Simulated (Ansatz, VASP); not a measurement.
# Two plane-wave programs on HfO2

```xyz
6
Lattice="5.0032 0.0000 0.0000 0.0000 5.0032 0.0000 0.0000 0.0000 3.3188" Properties=species:S:1:pos:R:3 pbc="T T T"
Hf    0.0000    0.0000   -0.2081
Hf    2.5016    2.5016    1.8675
O     0.9747    4.0285    1.5926
O     1.5269    1.5269    0.0668
O     3.4763    3.4763    0.0668
O     4.0285    0.9747    1.5926
```

Change from the starting cell: mode 4 frozen in at -0.203 Å, equal normal strain along x, y and z +0.0250.

Alike in both runs: task single point; functional PBE; k mesh 6 × 6 × 8; occupations gaussian, width 0.05 eV; no spin polarisation.

|  | VASP | Ansatz |
| --- | --- | --- |
| version | VASP 6.6.1 | Ansatz 0.2.0 |
| potentials or method | VASP PAW PBE potentials, release 64 (Hf_pv, O), cutoff 520 eV | scalar-relativistic, plane waves, PAW |
| valence electrons in the cell | 44 | 76 |

```tsv
	VASP	Ansatz	Ansatz less VASP
gap on the k mesh at the Fermi level (eV)	3.79	3.85	+0.057
least direct gap on the mesh (eV)	3.79	3.85	+0.057
pressure (GPa)	-14.5	-12.2	+2.30
traceless stress, the component that is largest in VASP (GPa)	-2.09	-1.64	+0.450
rms of the force components (eV/Å)	0.313	0.307	-0.0054
```

Atom by atom the forces differ by 0.036 eV/Å (rms over components). VASP's potentials hold 44 valence electrons a cell and Ansatz's 76, so a difference there can come from the potentials and not from the codes.

Spin-orbit coupling is off throughout.
